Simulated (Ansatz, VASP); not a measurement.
## Two plane-wave programs on Na

```
Na
1.0
     0.00000    2.51268    2.51268
     2.51268    0.00000    2.51268
     2.51268    2.51268    0.00000
Na
1
Direct
  0.00000 0.00000 0.00000
```

Alike in both runs: task single point; functional LDA; k mesh 13 × 13 × 13; occupations gaussian, width 0.05 eV; no spin polarisation.

|  | VASP | Ansatz |
| --- | --- | --- |
| version | VASP 6.6.1 | Ansatz 0.2.0 |
| potentials or method | VASP PAW LDA potentials, release 64 (Na_pv) | PAW with Ansatz's default frozen-core files, scalar-relativistic |
| plane-wave cutoff (eV) | 520 | 420 |
| valence electrons in the cell | 7 | 9 |

```tsv
	VASP	Ansatz	Ansatz less VASP
gap on the k mesh at the Fermi level (eV)	none	none	-
pressure (GPa)	0.5	0.5	+0.04
```

LDA's correlation is that of Perdew and Zunger in VASP and of Perdew and Wang (1992) in Ansatz. A gap of «none» marks a metal or a gap that the smearing closes. VASP's potentials hold 7 valence electrons a cell and Ansatz's 9, so a difference there can come from the potentials and not from the codes.
